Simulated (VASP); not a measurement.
# Os in VASP: notebook

The runs below take Os through relaxation of cell and atoms, single point, with PBEsol.

Everything below comes from runs of VASP 6.6.1. Logs are shortened: lines on timing, memory, paths and dates and some standing lists are left out, and cuts for length are marked.

### 1 The cell of the first run

The structure is tetragonal, space group I4/mmm (No. 139). Conventional cell: a = 2.683 Å, b = 2.683 Å, c = 4.083 Å, α = 90.00°, β = 90.00°, γ = 90.00°. Within 3.5 Å of Os (site symmetry 4/mmm) lie 12 Os at 2.68 to 2.79 Å.

### 2 Relaxation of cell and atoms, PBEsol

Contents of INCAR:

```
SYSTEM = Os
  PREC = Accurate
  ENCUT = 600
  EDIFF = 1E-6
  ISMEAR = 0
  SIGMA = 0.1
  LREAL = .FALSE.
  LASPH = .TRUE.
  NELM = 100
  ALGO = Fast
  ISIF = 3
  LWAVE = .FALSE.
  LCHARG = .FALSE.
  GGA = PS
  IBRION = 2
  NSW = 90
  EDIFFG = -0.04
```

Contents of KPOINTS:

```
Automatic mesh
0
G
  8 8 8
  0 0 0
```

Contents of POSCAR:

```
Os
1.0
   -1.3417474284      1.3417474284      2.0412729763
    1.3417474284     -1.3417474284      2.0412729763
    1.3417474284      1.3417474284     -2.0412729763
Os
1
Direct
    0.0000000000      0.0000000000      0.0000000000
```

Potentials or basis: VASP PAW PBE potentials, release 64 (Os).

On the command line:

```
$ cat potpaw_PBE.64/Os/POTCAR > POTCAR
$ mpirun -np 1 vasp_std > vasp.out
```

OUTCAR:

```text
SYSTEM = Os
   PREC = Accurate
   ENCUT = 600
   EDIFF = 1E-6
   ISMEAR = 0
   LREAL = .FALSE.
   LASPH = .TRUE.
   NELM = 100
   ISIF = 3
   GGA = PS
   IBRION = 2
   NSW = 90
   EDIFFG = -0.04

 ion  position               nearest neighbor table
   1  0.000  0.000  0.000-

  LATTYP: Found a body centered tetragonal cell.
 ALAT       =     2.6834948568
 C/A-ratio  =     1.5213541186

  Lattice vectors:

 A1 = (  -1.3417474284,   1.3417474284,   2.0412729763)
 A2 = (   1.3417474284,  -1.3417474284,   2.0412729763)
 A3 = (   1.3417474284,   1.3417474284,  -2.0412729763)

Analysis of symmetry for initial positions (statically):
=====================================================================
 Subroutine PRICEL returns:
 Original cell was already a primitive cell.

 Routine SETGRP: Setting up the symmetry group for a
 body centered tetragonal supercell.

 Subroutine GETGRP returns: Found 16 space group operations
 (whereof 16 operations were pure point group operations)
 out of a pool of 16 trial point group operations.

The static configuration has the point symmetry D_4h.

Analysis of symmetry for dynamics (positions and initial velocities):
=====================================================================
 Subroutine PRICEL returns:
 Original cell was already a primitive cell.

 Routine SETGRP: Setting up the symmetry group for a
 body centered tetragonal supercell.

 Subroutine GETGRP returns: Found 16 space group operations
 (whereof 16 operations were pure point group operations)
 out of a pool of 16 trial point group operations.

The dynamic configuration has the point symmetry D_4h.

 Subroutine INISYM returns: Found 16 space group operations
 (whereof 16 operations are pure point group operations),
 and found     1 'primitive' translations

----------------------------------------------------------------------------------------

                                     Primitive cell

  volume of cell :      14.6995

  direct lattice vectors                    reciprocal lattice vectors
    -1.341747428  1.341747428  2.041272976     0.000000000  0.372648376  0.244945191
     1.341747428 -1.341747428  2.041272976     0.372648376  0.000000000  0.244945191
     1.341747428  1.341747428 -2.041272976     0.372648376  0.372648376  0.000000000

  length of vectors
     2.786999764  2.786999764  2.786999764     0.445942775  0.445942775  0.527004387

  position of ions in fractional coordinates (direct lattice)
     0.000000000  0.000000000  0.000000000

  ion indices of the primitive-cell ions
   primitive index   ion index
                 1           1

----------------------------------------------------------------------------------------

 KPOINTS: Automatic mesh

Automatic generation of k-mesh.
 Grid dimensions read from file:
 generate k-points for:    8    8    8

 Generating k-lattice:

  Cartesian coordinates                     Fractional coordinates (reciprocal lattice)
     0.000000000  0.046581047  0.030618149     0.125000000  0.000000000 -0.000000000
     0.046581047  0.000000000  0.030618149     0.000000000  0.125000000 -0.000000000
     0.046581047  0.046581047  0.000000000     0.000000000  0.000000000  0.125000000

  Length of vectors
     0.055742847  0.055742847  0.065875548

  Shift w.r.t. Gamma in fractional coordinates (k-lattice)
     0.000000000  0.000000000  0.000000000

 Subroutine IBZKPT returns following result:
 ===========================================

 Found     59 irreducible k-points:

 Following reciprocal coordinates:
            Coordinates               Weight
  0.000000  0.000000  0.000000      1.000000
  0.125000  0.000000  0.000000      8.000000
  0.250000  0.000000  0.000000      8.000000
  0.375000  0.000000  0.000000      8.000000
  0.500000  0.000000  0.000000      4.000000
  0.125000  0.125000  0.000000      8.000000
[... 16 lines left out ...]
  0.250000  0.125000  0.125000     16.000000
  0.375000  0.125000  0.125000      8.000000
 [... further k-points ...]
   k-points           NKPTS =     59   k-points in BZ     NKDIM =     59   number of bands    NBANDS=      8
   number of dos      NEDOS =    301   number of ions     NIONS =      1
   total plane-waves  NPLWV =  13824
   dimension x,y,z NGX =    24 NGY =   24 NGZ =   24
   dimension x,y,z NGXF=    48 NGYF=   48 NGZF=   48
   ions per type =               1
   NGX,Y,Z   is equivalent  to a cutoff of  14.32, 14.32, 14.32 a.u.
   NGXF,Y,Z  is equivalent  to a cutoff of  28.63, 28.63, 28.63 a.u.
 SYSTEM =  Os
   PREC   = accura    normal or accurate (medium, high low for compatibility)
   ISTART =      0    job   : 0-new  1-cont  2-samecut
   ICHARG =      2    charge: 1-file 2-atom 10-const
   ISPIN  =      1    spin polarized calculation?
   LNONCOLLINEAR =      F non collinear calculations
   LSORBIT =      F    spin-orbit coupling
   LASPH  =      T    aspherical Exc in radial PAW
   ENCUT  =  600.0 eV  44.10 Ry    6.64 a.u.   5.57  5.57  5.57*2*pi/ulx,y,z
   NELM   =    100;   NELMIN=  2; NELMDL= -5     # of ELM steps
   EDIFF  = 0.1E-05   stopping-criterion for ELM
   LREAL  =      F    real-space projection
   EDIFFG = -.4E-01   stopping-criterion for IOM
   NSW    =     90    number of steps for IOM
   IBRION =      2    ionic relax: 0-MD 1-quasi-New 2-CG
   NFREE  =      1    steps in history (QN), initial steepest desc. (CG)
   ISIF   =      3    stress and relaxation
   ISYM   =      2    0-nonsym 1-usesym 2-fastsym
   POTIM  = 0.5000    time-step for ionic-motion
   TEBEG  =    0.0;   TEEND  =   0.0 temperature during run
   PSTRESS=    0.0 pullay stress
   NELECT =       8.0000    total number of electrons
   NUPDOWN=      -1.0000    fix difference up-down
   EMIN   =  10.00;   EMAX   =-10.00  energy-range for DOS
   EFERMI =   0.00;   METHOD = LEGACY
   ISMEAR =     0;   SIGMA  =   0.10  broadening in eV -4-tet -1-fermi 0-gaus
   EFERMI_NEDOS =   21; number of points for ismear=-14 and -15
   IALGO  =     68    algorithm
   IMIX   =      4    mixing-type and parameters
     AMIX     =   0.40;   BMIX     =  1.00
     AMIX_MAG =   1.60;   BMIX_MAG =  1.00
  volume/ion in A,a.u.               =      14.70        99.20
  Fermi-wavevector in a.u.,A,eV,Ry     =   1.336608  2.525822 24.307082  1.786520
  Thomas-Fermi vector in A             =   2.465221
   LORBIT       =      0    0 simple, 1 ext, 2 COOP (PROOUT), +10 PAW based schemes
   GGA     = PS    functional components
   LHFCALC =     F    Hartree Fock is set to
   AEXX    =    0.0000 exact exchange contribution
   IVDW    =     0    specifies the selected vdW correction
   LEPSILON=     F    determine dielectric tensor
   LRPA    =     F    only Hartree local field effects (RPA)
 conjugate gradient relaxation of ions
 non-spin polarized calculation
 RMM-DIIS sequential band-by-band and
 Gauss-broadening in eV      SIGMA  =   0.10
  energy-cutoff  :      600.00
  volume of cell :       14.70
 maximum number of plane-waves:       506
 NGX is ok and might be reduce to    24
   NGX = 11   NGY = 11   NGZ = 11

--------------------------------------- Ionic step        1  -------------------------------------------

 number of electron       8.0000000 magnetization

 Free energy of the ion-electron system (eV)
  ---------------------------------------------------
  ext. energy  EPLUGINS =         0.00000000
  ---------------------------------------------------
  free energy    TOTEN  =       -12.02349001 eV

  energy without entropy =      -12.01805859  energy(sigma->0) =      -12.02077430

------------------------ aborting loop because EDIFF is reached ----------------------------------------

  FORCE on cell =-STRESS in cart. coord.  units (eV):
  Direction    XX          YY          ZZ          XY          YZ          ZX
  --------------------------------------------------------------------------------------
  -------------------------------------------------------------------------------------
  Total       -1.0323644     -1.0323644     -3.1734401      0.0000000      0.0000000      0.0000000
  in kB     -112.5229163   -112.5229163   -345.8902100      0.0000000      0.0000000      0.0000000
  external PRESSURE =    -190.3120142 kB  Pullay stress =       0.0000000 kB
[... 20 lines left out ...]
  energy  without entropy=      -12.0180585936  energy(sigma->0) =      -12.02077430

--------------------------------------- Ionic step        2  -------------------------------------------

 number of electron       8.0000000 magnetization

 E-fermi :  12.5890     XC(G=0): -15.4215

 val. band max:       12.4894552510   @ k =  -0.3750   0.5000   0.2500
 cond. band min:      12.5916910801   @ k =   0.3750   0.2500   0.1250
 fundamental gap:      0.1022358291
 Fermi energy:        12.5890411647

 k-point     1 :       0.0000    0.0000    0.0000
  band No.  band energies     occupation
      1      -0.0670      2.00000
      2       8.4495      2.00000
      3       8.4495      2.00000
      4       9.2259      2.00000
      5      12.4259      1.97897
      6      13.4817      0.00000
      7      26.8221      0.00000
      8      35.3855      0.00000
[... 316 lines left out ...]
  FREE ENERGIE OF THE ION-ELECTRON SYSTEM (eV)
  ---------------------------------------------------
  free  energy   TOTEN  =       -12.0955272986 eV

  energy  without entropy=      -12.0892936999  energy(sigma->0) =      -12.09241050

[... ionic steps 4 to 7 ...]

--------------------------------------- Ionic step        8  -------------------------------------------

 number of electron       8.0000000 magnetization

------------------------ aborting loop because EDIFF is reached ----------------------------------------

  FORCE on cell =-STRESS in cart. coord.  units (eV):
  Direction    XX          YY          ZZ          XY          YZ          ZX
  --------------------------------------------------------------------------------------
  -------------------------------------------------------------------------------------
  Total       -0.0728859     -0.0728859     -0.1033320      0.0000000      0.0000000      0.0000000
  in kB       -8.3458694     -8.3458694    -11.8321224      0.0000000      0.0000000      0.0000000
  external PRESSURE =      -9.5079538 kB  Pullay stress =       0.0000000 kB
[... 55 lines left out ...]
  energy  without entropy=      -12.1078224121  energy(sigma->0) =      -12.11168268

--------------------------------------- Ionic step       10  -------------------------------------------

 number of electron       8.0000000 magnetization

 Free energy of the ion-electron system (eV)
  ---------------------------------------------------
  ext. energy  EPLUGINS =         0.00000000
  ---------------------------------------------------
  free energy    TOTEN  =       -12.11640301 eV

  energy without entropy =      -12.10866431  energy(sigma->0) =      -12.11253366

 E-fermi :   9.0035     XC(G=0): -14.1659

 val. band max:        8.9745286635   @ k =  -0.3750   0.5000   0.1250
 cond. band min:       9.0413949667   @ k =   0.2500   0.2500   0.0000
 fundamental gap:      0.0668663032
 Fermi energy:         9.0034586646

 k-point     1 :       0.0000    0.0000    0.0000
  band No.  band energies     occupation
      1      -1.6755      2.00000
      2       6.1867      2.00000
      3       6.1949      2.00000
      4       6.1949      2.00000
      5       9.2543      0.00039
      6       9.2646      0.00022
      7      23.5059      0.00000
      8      29.2830      0.00000
[... 281 lines left out ...]
  FREE ENERGIE OF THE ION-ELECTRON SYSTEM (eV)
  ---------------------------------------------------
  free  energy   TOTEN  =       -12.1164030050 eV

  energy  without entropy=      -12.1086643099  energy(sigma->0) =      -12.11253366

 reached required accuracy - stopping structural energy minimisation
```

Run time: 23 s. Hardware: 1 thread of Intel Xeon 6975P-C (Granite Rapids), shared host; peak memory 0.15 GiB.

Results:

| Quantity | Value |
| --- | --- |
| Free energy | -12.1164 eV |
| Relaxed volume | 13.96 Å³/atom |
| Relaxed cell | a = 2.703 Å, b = 2.703 Å, c = 2.703 Å, α = 120.02°, β = 120.02°, γ = 89.97° |
| Space group after relaxing (to 0.05 Å) | Fm-3m (No. 225) |
| Energy gained by relaxing | 92.9 meV/atom |
| Ionic steps | 10 |
| Pressure after relaxing | 0.0 GPa |
| Band gap on the k mesh | zero (band 4 reaches 11.65 eV, above the bottom of band 5 at 8.28 eV) |

Stress tensor (GPa, compression positive):
```
 0.08  0.00  0.00
 0.00  0.08  0.00
 0.00  0.00 -0.01
```

The path:
```tsv
step	energy change (eV)	largest force (eV/Å)	pressure (GPa)	volume (Å³)
1	0.0000	0.0000	-19.03	14.70
2	1.0083	0.0000	157.39	11.24
3	-0.0720	0.0000	1.16	13.93
4	-0.0730	0.0000	3.34	13.86
5	-0.0731	0.0000	4.17	13.84
6	-0.0904	0.0000	-2.75	14.05
7	-0.0928	0.0000	-0.86	13.99
8	-0.0928	0.0000	-0.95	13.99
9	-0.0921	0.0000	2.91	13.87
10	-0.0929	0.0000	0.05	13.96
```

Final structure:
```cif
data_structure
_symmetry_space_group_name_H-M 'P 1'
_symmetry_Int_Tables_number 1
_cell_length_a 2.7030
_cell_length_b 2.7030
_cell_length_c 2.7030
_cell_angle_alpha 120.018
_cell_angle_beta 120.018
_cell_angle_gamma 89.968
_cell_volume 13.96
loop_
_atom_site_label
_atom_site_type_symbol
_atom_site_fract_x
_atom_site_fract_y
_atom_site_fract_z
_atom_site_occupancy
Os1 Os 0.00000 0.00000 0.00000 1
```

Levels at points of the mesh, in eV from the Fermi level:
```
           k point  band 2  band 3  band 4  band 5  band 6  band 7
(0.00, 0.00, 0.00)   -2.82   -2.81   -2.81    0.25    0.26   14.50
(0.50, 0.00, 0.00)   -2.98   -2.97   -0.04    2.69    2.70    9.24
(0.50, 0.50, 0.00)   -6.71    2.57    2.65    3.39    3.40   12.49
(0.50, 0.50, 0.50)   -6.71    2.56    2.65    3.39    3.39   12.50
```

Caveat: the k points lie up to 0.41 Å⁻¹ apart in the final cell; the PAW data sets were made with another functional, which shifts forces and pressure a little; spin-orbit coupling is left out, which moves the levels of the heavy elements.

### 3 Single point, PBEsol

This run uses another cell than the first one, of 13.94 Å³/atom, 0.949 times its volume.

Contents of INCAR:

```
SYSTEM = Os
ALGO = Fast ; EDIFF = 1E-6
ENCUT = 520 ; GGA = PS
ISIF = 2 ; ISMEAR = 0
LASPH = .TRUE. ; LCHARG = .FALSE.
LREAL = .FALSE. ; LWAVE = .FALSE.
NBANDS = 10 ; NELM = 80
PREC = Accurate ; SIGMA = 0.1
```

Contents of KPOINTS:

```
k-points
0
G
  24 24 24
  0 0 0
```

Contents of POSCAR:

```
Os
1.0
    0.0000000000      1.9103253059      1.9103253059
    1.9103253059      0.0000000000      1.9103253059
    1.9103253059      1.9103253059      0.0000000000
Os
1
Direct
    0.0000000000      0.0000000000      0.0000000000
```

Potentials or basis: VASP PAW PBE potentials, release 64 (Os).

On the command line:

```
$ cat potpaw_PBE.64/Os/POTCAR > POTCAR
$ mpirun -np 1 vasp_std > vasp.out
```

It took 17 s on 1 thread of Intel Xeon 6975P-C (Granite Rapids), shared host; peak memory 0.17 GiB.

Results (log left out):

- Free energy: -12.0999 eV
- Pressure: 0.5 GPa
- Band gap on the k mesh: zero (band 4 reaches 11.69 eV, above the bottom of band 5 at 7.79 eV)

Levels at points of the mesh, in eV from the Fermi level:
| k point | band 2 | band 3 | band 4 | band 5 | band 6 | band 7 |
| --- | --- | --- | --- | --- | --- | --- |
| (0.00, 0.00, 0.00) | -3.03 | -3.03 | -3.03 | 0.06 | 0.06 | 14.27 |
| (0.50, 0.00, 0.00) | -3.19 | -3.19 | -0.25 | 2.50 | 2.50 | 9.05 |
| (0.50, 0.50, 0.00) | -6.94 | 2.35 | 2.46 | 3.19 | 3.19 | 12.29 |

Caveat: the PAW data sets were made with another functional, which shifts forces and pressure a little; spin-orbit coupling is left out, which moves the levels of the heavy elements.
